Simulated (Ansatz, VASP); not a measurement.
# Cu in VASP and in Ansatz

```
Cu
1.0
    -1.49288    1.49288    1.49288
     1.49288   -1.49288    1.49288
     1.49288    1.49288   -1.49288
Cu
1
Direct
  0.00000 0.00000 0.00000
```

Alike in both runs: task single point; functional revPBE; k mesh 17 × 17 × 17; occupations fermi-dirac, width 0.1 eV; no spin polarisation.

```csv
,VASP,Ansatz
version,VASP 6.6.1,Ansatz 0.2.0
potentials or method,"VASP PAW PBE potentials, release 64 (Cu), cutoff 520 eV","plane waves (420 eV) with PAW, scalar-relativistic"
valence electrons in the cell,11,19
```

```csv
,VASP,Ansatz,Ansatz less VASP
pressure (GPa),-7.5,-8.0,-0.49
```

VASP's potentials were made for PBE, not for revPBE. With one functional, cell and mesh, what is left measures potentials, basis and numerics. VASP's potentials hold 11 valence electrons a cell and Ansatz's 19, so a difference there can come from the potentials and not from the codes.
